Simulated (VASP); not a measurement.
# ZnS (F-43m) in VASP: vibrations by perturbation theory with LDA

Aim: the vibrations by perturbation theory of ZnS with LDA.

Everything below comes from runs of VASP 6.6.1. Logs are shortened: lines on timing, memory, paths and dates and some standing lists are left out, and cuts for length are marked.

## 1. The cell of the first run

Symmetry: F-43m, No. 216, cubic system. The conventional cell has a = 5.297 Å, b = 5.297 Å, c = 5.297 Å, α = 90.00°, β = 90.00°, γ = 90.00°. Zn (site symmetry -43m) has 4 S at 2.29 Å within 3.0 Å. Within 3.0 Å of S (site symmetry -43m) lie 4 Zn at 2.29 Å.

## 2. Vibrations by perturbation theory, LDA

The input, INCAR:

```
SYSTEM = ZnS
ALGO = Normal
EDIFF = 1E-8
ENCUT = 520
IBRION = 8
ISIF = 2
ISMEAR = 0
LASPH = .TRUE.
LCHARG = .FALSE.
LEPSILON = .TRUE.
LREAL = .FALSE.
LWAVE = .FALSE.
NBANDS = 16
NELM = 100
NSW = 1
PREC = Accurate
SIGMA = 0.01
```

The input, KPOINTS:

```
k-points
0
G
  12 12 12
  0 0 0
```

The input, POSCAR:

```
ZnS
1.0
    0.0000000000      2.6483838137      2.6483838137
    2.6483838137      0.0000000000      2.6483838137
    2.6483838137      2.6483838137      0.0000000000
Zn S
1 1
Direct
    0.0000000000      0.0000000000      0.0000000000
    0.7500000000      0.7500000000      0.7500000000
```

Potentials or basis: VASP PAW LDA potentials, release 64 (Zn, S).

Command:

```sh
$ cat potpaw_LDA.64/Zn/POTCAR potpaw_LDA.64/S/POTCAR > POTCAR
$ mpirun -np 1 vasp_std > vasp.out
```

OUTCAR:

```text
SYSTEM = ZnS
   EDIFF = 1E-8
   ENCUT = 520
   IBRION = 8
   ISIF = 2
   ISMEAR = 0
   LASPH = .TRUE.
   LEPSILON = .TRUE.
   LREAL = .FALSE.
   NELM = 100
   NSW = 1
   PREC = Accurate

 ion  position               nearest neighbor table
   1  0.000  0.000  0.000-   2 2.29   2 2.29   2 2.29   2 2.29
   2  0.750  0.750  0.750-   1 2.29   1 2.29   1 2.29   1 2.29

  LATTYP: Found a face centered cubic cell.
 ALAT       =     5.2967676274

  Lattice vectors:

 A1 = (   0.0000000000,   2.6483838137,   2.6483838137)
 A2 = (   2.6483838137,   0.0000000000,   2.6483838137)
 A3 = (   2.6483838137,   2.6483838137,   0.0000000000)

Analysis of symmetry for initial positions (statically):
=====================================================================
 Subroutine PRICEL returns:
 Original cell was already a primitive cell.

 Routine SETGRP: Setting up the symmetry group for a
 face centered cubic supercell.

 Subroutine GETGRP returns: Found 24 space group operations
 (whereof 24 operations were pure point group operations)
 out of a pool of 48 trial point group operations.

The static configuration has the point symmetry T_d .

Analysis of symmetry for dynamics (positions and initial velocities):
=====================================================================
 Subroutine PRICEL returns:
 Original cell was already a primitive cell.

 Routine SETGRP: Setting up the symmetry group for a
 face centered cubic supercell.

 Subroutine GETGRP returns: Found 24 space group operations
 (whereof 24 operations were pure point group operations)
 out of a pool of 48 trial point group operations.

The dynamic configuration has the point symmetry T_d .

 Subroutine INISYM returns: Found 24 space group operations
 (whereof 24 operations are pure point group operations),
 and found     1 'primitive' translations

----------------------------------------------------------------------------------------

                                     Primitive cell

  volume of cell :      37.1512

  direct lattice vectors                    reciprocal lattice vectors
     0.000000000  2.648383814  2.648383814    -0.188794388  0.188794388  0.188794388
     2.648383814  0.000000000  2.648383814     0.188794388 -0.188794388  0.188794388
     2.648383814  2.648383814  0.000000000     0.188794388  0.188794388 -0.188794388

  length of vectors
     3.745380308  3.745380308  3.745380308     0.327001471  0.327001471  0.327001471

  position of ions in fractional coordinates (direct lattice)
     0.000000000  0.000000000  0.000000000
     0.750000000  0.750000000  0.750000000

  ion indices of the primitive-cell ions
   primitive index   ion index
                 1           1
                 2           2

----------------------------------------------------------------------------------------

 KPOINTS: k-points

Automatic generation of k-mesh.
 Grid dimensions read from file:
 generate k-points for:   12   12   12

 Generating k-lattice:

[... 604 lines left out ...]

 Free energy of the ion-electron system (eV)
  ---------------------------------------------------
  ---------------------------------------------------
  free energy    TOTEN  =        -0.55402493 eV

  energy without entropy =       -0.55402493

------------------------ aborting loop because EDIFF is reached ----------------------------------------

--------------------------------------- Ionic step        2  -------------------------------------------

------------------------ aborting loop because EDIFF is reached ----------------------------------------

--------------------------------------- Ionic step        3  -------------------------------------------

------------------------ aborting loop because EDIFF is reached ----------------------------------------

 PIEZOELECTRIC TENSOR FIELD DIRECTION 3  (e Angst)
 -----------------------------------------------------------------------------
    -0.00071  1.52206  0.00000           ( -0.00000 -0.01400  0.00000)
     1.52206 -0.00071  0.00000           ( -0.01400 -0.00000  0.00000)
     0.00000  0.00000 -0.00024           (  0.00000  0.00000 -0.00000)

 PIEZOELECTRIC TENSOR FIELD DIRECTION 3  (C/m^2)
 -----------------------------------------------------------------------------
    -0.00031  0.65640  0.00000
     0.65640 -0.00031  0.00000
     0.00000  0.00000 -0.00010

--------------------------------------- Ionic step        4  -------------------------------------------

------------------------ aborting loop because EDIFF is reached ----------------------------------------

[... ionic steps 5 to 6 ...]

--------------------------------------- Ionic step        7  -------------------------------------------

 Free energy of the ion-electron system (eV)
  ---------------------------------------------------
  ---------------------------------------------------
  free energy    TOTEN  =        -0.10377968 eV

  energy without entropy =       -0.10377968

------------------------ aborting loop because EDIFF is reached ----------------------------------------

 INTERNAL STRAIN TENSOR  FOR ION    2  DIRECTION 1   (eV/Angst):
 -----------------------------------------------------------------------------
    -0.01114  0.00000  0.00000
     0.00000  0.01067  6.62159
     0.00000  6.62159  0.01067

 MACROSCOPIC STATIC DIELECTRIC TENSOR (including local field effects in DFT)
 ------------------------------------------------------
           6.126985    -0.000000     0.000000
           0.000000     6.126985     0.000000
          -0.000000     0.000000     6.126985
 ------------------------------------------------------

 PIEZOELECTRIC TENSOR (including local field effects)  for field in x, y, z        (e  Angst)
          XX          YY          ZZ          XY          YZ          ZX
  --------------------------------------------------------------------------------
  x     0.00000    -0.00000    -0.00000     0.00000     1.53109     0.00000
  y     0.00000    -0.00000    -0.00000     0.00000     0.00000     1.53109
  z     0.00000     0.00000     0.00000     1.53109     0.00000     0.00000

 PIEZOELECTRIC TENSOR (including local field effects)  for field in x, y, z        (C/m^2)
          XX          YY          ZZ          XY          YZ          ZX
  --------------------------------------------------------------------------------
  x     0.00000    -0.00000    -0.00000     0.00000     0.66030     0.00000
  y     0.00000    -0.00000    -0.00000     0.00000     0.00000     0.66030
  z     0.00000     0.00000     0.00000     0.66030     0.00000     0.00000

 BORN EFFECTIVE CHARGES (including local field effects) (in |e|, cummulative output)
 ---------------------------------------------------------------------------------
 ion    1
    1     1.91037     0.00000     0.00000
    2    -0.00000     1.91037     0.00000
    3    -0.00000     0.00000     1.91037
 ion    2
    1    -1.91037    -0.00000    -0.00000
    2     0.00000    -1.91037    -0.00000
    3     0.00000    -0.00000    -1.91037

 INTERNAL STRAIN TENSOR FOR ION    2 for displacements in x,y,z  (eV/Angst):
          X           Y           Z          XY          YZ          ZX
  --------------------------------------------------------------------------------
  x    -0.00000     0.00000     0.00000     0.00000     6.62159     0.00000
  y    -0.00000     0.00000    -0.00000     0.00000     0.00000     6.62159
  z     0.00000     0.00000    -0.00000     6.62159     0.00000     0.00000

 SECOND DERIVATIVES (NOT SYMMETRIZED)
 ------------------------------------
               1X          1Y          1Z          2X          2Y          2Z
  1X    -6.845977    0.000000    0.000000    6.845977    0.000000    0.000000
  1Y     0.000000   -6.845977    0.000000    0.000000    6.845977    0.000000
  1Z     0.000000    0.000000   -6.845977    0.000000    0.000000    6.845977
  2X     6.765047    0.000000    0.000000   -6.765047    0.000000    0.000000
  2Y     0.000000    6.765047    0.000000    0.000000   -6.765047    0.000000
  2Z     0.000000    0.000000    6.765047    0.000000    0.000000   -6.765047

 Eigenvectors and eigenvalues of the dynamical matrix
 ----------------------------------------------------

   1 f  =    8.783490 THz    55.188297 2PiTHz  292.985700 cm-1    36.325581 meV
             X         Y         Z           dx          dy          dz
      0.000000  0.000000  0.000000     0.000000    0.575903    0.000000
      3.972576  3.972576  3.972576    -0.000000   -0.817518    0.000000
[... 21 lines left out ...]
   6 f/i=    0.024589 THz     0.154495 2PiTHz    0.820186 cm-1     0.101690 meV
             X         Y         Z           dx          dy          dz
      0.000000  0.000000  0.000000     0.000000    0.000000    0.817518
      3.972576  3.972576  3.972576     0.000000    0.000000    0.575903

--------------------------------------------------------------------------------------------------------

 MACROSCOPIC STATIC DIELECTRIC TENSOR IONIC CONTRIBUTION
 ------------------------------------------------------
           2.611917     0.000000    -0.000000
           0.000000     2.611917     0.000000
          -0.000000     0.000000     2.611917
 ------------------------------------------------------

 ELASTIC MODULI CONTR FROM IONIC RELAXATION (kBar)
 Direction    XX          YY          ZZ          XY          YZ          ZX
 --------------------------------------------------------------------------------
 XX          -0.0000     -0.0000      0.0000     -0.0000      0.0000     -0.0000
 YY          -0.0000     -0.0000     -0.0000     -0.0000     -0.0000     -0.0000
 ZZ           0.0000     -0.0000     -0.0000      0.0000     -0.0000     -0.0000
 XY          -0.0000     -0.0000      0.0000   -277.3912      0.0000      0.0000
 YZ           0.0000     -0.0000     -0.0000      0.0000   -277.3912      0.0000
 ZX          -0.0000     -0.0000     -0.0000      0.0000      0.0000   -277.3912
 --------------------------------------------------------------------------------

 PIEZOELECTRIC TENSOR IONIC CONTR  for field in x, y, z        (C/m^2)
          XX          YY          ZZ          XY          YZ          ZX
  --------------------------------------------------------------------------------
  x     0.00000    -0.00000    -0.00000    -0.00000    -0.80094    -0.00000
  y    -0.00000    -0.00000    -0.00000    -0.00000     0.00000    -0.80094
  z    -0.00000    -0.00000     0.00000    -0.80094     0.00000    -0.00000
```

It took 16 min on 1 thread of Intel Xeon Platinum 8488C (Sapphire Rapids), shared host; peak memory 0.47 GiB.

What came out:

```yaml
Electronic_dielectric_tensor_diagonal: 6.13
Born_charges_mean_of_the_diagonal: Zn +1.91; S -1.91 e
Highest_phonon_frequency_at_Γ_LO-TO_splitting_left_out: 293 cm⁻¹
```

Phonon frequencies in cm⁻¹ (negative: imaginary):
```csv
q point,frequencies
"(0.000, 0.000, 0.000)",-1 -1 -1 293 293 293
```

Electronic dielectric tensor:
```
6.13 0.00 0.00
0.00 6.13 0.00
0.00 0.00 6.13
```

Born effective charge tensors (e):
atom 1, Zn
```
1.91 0.00 0.00
0.00 1.91 0.00
0.00 0.00 1.91
```
atom 2, S
```
-1.91  0.00  0.00
 0.00 -1.91  0.00
 0.00  0.00 -1.91
```
